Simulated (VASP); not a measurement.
Wanted: the native input for a VASP 6.6.1 run.

```
Task                               : single point
Functional                         : PBE0
Potentials or basis                : VASP PAW PBE potentials, release 64 (Cd, O)
Cutoff                             : 520 eV
k mesh                             : 6 × 6 × 6
Occupations                        : gaussian, width 0.1 eV
Spin                               : no spin polarisation
Dipole correction                  : no
Grid for exact exchange (PRECFOCK) : Normal
Further INCAR settings             : ALGO = Normal; EDIFF = 1e-06; NBANDS = 16
Share of exact exchange            : 0.25
```

CdO:

```xyz
2
Lattice="0.0000 2.3453 2.3453 2.3453 0.0000 2.3453 2.3453 2.3453 0.0000" Properties=species:S:1:pos:R:3 pbc="T T T"
Cd    0.0000    0.0000    0.0000
O     2.3453    2.3453    2.3453
```

These files were run (other wordings do the same):

POSCAR

```
CdO
1.0
    0.0000000000      2.3453408955      2.3453408955
    2.3453408955      0.0000000000      2.3453408955
    2.3453408955      2.3453408955      0.0000000000
Cd O
1 1
Direct
    0.0000000000      0.0000000000      0.0000000000
    0.5000000000      0.5000000000      0.5000000000
```

INCAR.step1

```
SYSTEM = CdO
PREC = Accurate
ENCUT = 520
EDIFF = 1E-5
ISMEAR = 0
SIGMA = 0.1
LREAL = .False.
LASPH = .True.
NELM = 120
ALGO = Normal
ISIF = 2
LWAVE = .True.
LCHARG = .False.
GGA = PE
NBANDS = 16
GGA_COMPAT = .False.
```

INCAR.step2

```
SYSTEM = CdO
PREC = Accurate
ENCUT = 520
EDIFF = 1E-6
ISMEAR = 0
SIGMA = 0.1
LREAL = .False.
LASPH = .True.
NELM = 120
ALGO = Normal
ISIF = 2
LWAVE = .False.
LCHARG = .False.
GGA = PE
LHFCALC = .True.
AEXX = 0.25
PRECFOCK = Normal
ISTART = 1
NBANDS = 16
GGA_COMPAT = .False.
```

KPOINTS

```
Automatic mesh
0
Gamma
  6 6 6
  0 0 0
```

Potentials or basis: VASP PAW PBE potentials, release 64 (Cd, O).

Run with:

```sh
$ cat potpaw_PBE.64/Cd/POTCAR potpaw_PBE.64/O/POTCAR > POTCAR
$ cp INCAR.step1 INCAR
$ mpirun -np 1 vasp_std > vasp.out
$ cp INCAR.step2 INCAR
$ mpirun -np 1 vasp_std > vasp.out
```

Results of the run:

```
Pressure               : 2.9 GPa
Band gap on the k mesh : 1.60 eV (least direct gap 2.96 eV)
```

Caveat: the PAW data sets were made with another functional, which shifts forces and pressure a little.

It took 37 min on 1 thread of Oxide Virtual Turin-like Processor, on a shared host, peak memory 0.14 GiB.
